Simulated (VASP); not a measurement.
# BN: single point with PBEsol

The system is BN.

```
B N
1.0
     2.66367    0.00000    0.00000
    -1.33183    2.30680    0.00000
     0.00000    0.00000    6.96096
B N
2 2
Direct
  0.33333 0.66667 0.25000
  0.66667 0.33333 0.75000
  0.33333 0.66667 0.75000
  0.66667 0.33333 0.25000
```

This cell differs from its parent crystal: volume 10.693 Å^3 an atom, c/a of the conventional cell 2.6133.

```json
{
 "Program": "VASP 6.6.1",
 "Task": "single point",
 "Functional": "PBEsol",
 "Potentials or basis": "VASP PAW PBE potentials, release 64 (B, N)",
 "Cutoff": "520 eV",
 "k mesh": "12 × 12 × 4",
 "Occupations": "gaussian, width 0.05 eV",
 "Spin": "no spin polarisation"
}
```

The pressure is -32.2 GPa. The band gap on the k mesh is 3.92 eV, indirect (least direct gap 4.13 eV).

Stress tensor (GPa, compression positive):
```
-48.19   0.00   0.00
  0.00 -48.19   0.00
  0.00   0.00  -0.25
```

Levels at points of the mesh, in eV from the valence-band top:
```
           k point  band 5  band 6  band 7  band 8  band 9  band 10  band 11  band 12
(0.00, 0.00, 0.00)   -1.48   -1.48   -1.45   -1.45    4.66     9.00     9.06    10.04
(0.50, 0.00, 0.00)   -3.85   -3.80   -1.20   -0.35    3.92     5.00     7.77     8.02
(0.00, 0.00, 0.50)   -1.47   -1.47   -1.47   -1.47    6.55     6.55    10.09    10.09
(0.50, 0.00, 0.50)   -3.83   -3.83   -0.76   -0.76    4.29     4.29     8.00     8.00
```

It took 36 s on 1 thread of AMD EPYC 7R43 64-Core Processor (Zen 3), on a shared host, peak memory 0.12 GiB.

Caveat: the PAW data sets were made with another functional, which shifts forces and pressure a little; this functional lacks dispersion, which binds the layers, so the pressure and a relaxed spacing across them are unreliable. A k mesh can miss the band edges.
